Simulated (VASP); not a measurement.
## SiO2: single point with PBE

SiO2:

```xyz
6
Lattice="-2.3581 2.3581 3.7189 2.3581 -2.3581 3.7189 2.3581 2.3581 -3.7189" Properties=species:S:1:pos:R:3 pbc="T T T"
Si    0.0000    0.0000    0.0000
Si    0.0000    2.3581    1.8594
O     1.1791    2.9400    2.7892
O     0.5819    1.1791    0.9297
O    -1.1791    1.7762    2.7892
O    -0.5819    3.5372    0.9297
```

| Property | Result |
| --- | --- |
| Program | VASP 6.6.1 |
| Task | single point |
| Functional | PBE |
| Potentials or basis | VASP PAW PBE potentials, release 64 (Si, O) |
| Cutoff | 520 eV |
| k mesh | 7 × 7 × 7 |
| Occupations | fermi-dirac, width 0.03 eV |
| Spin | no spin polarisation |
| Dipole correction | no |
| Further INCAR settings | ALGO = Normal; EDIFF = 1e-06; NBANDS = 25 |

The pressure is 7.4 GPa and the largest force is 0.402 eV/Å. The band gap on the k mesh is 6.18 eV.

Forces on the atoms (eV/Å):
```
Si   0.000  0.000  0.000
Si   0.000  0.000  0.000
O    0.000  0.402  0.000
O    0.402  0.000  0.000
O    0.000 -0.402  0.000
O   -0.402  0.000  0.000
```

Stress tensor (GPa, compression positive):
```
7.98 0.00 0.00
0.00 7.98 0.00
0.00 0.00 6.22
```

Levels at points of the mesh, in eV from the valence-band top:
| k point | band 14 | band 15 | band 16 | band 17 | band 18 | band 19 |
| --- | --- | --- | --- | --- | --- | --- |
| (0.00, 0.00, 0.00) | -1.03 | 0.00 | 0.00 | 6.18 | 8.79 | 11.49 |

Wall time 79 s on 1 thread of Intel(R) Xeon(R) Platinum 8259CL CPU @ 2.50GHz (Skylake/Cascade Lake), with other jobs on the host, peak memory 0.25 GiB.

Caveat: the cell stands under pressure; an odd mesh through Γ misses points on the zone boundary, where band edges can lie.
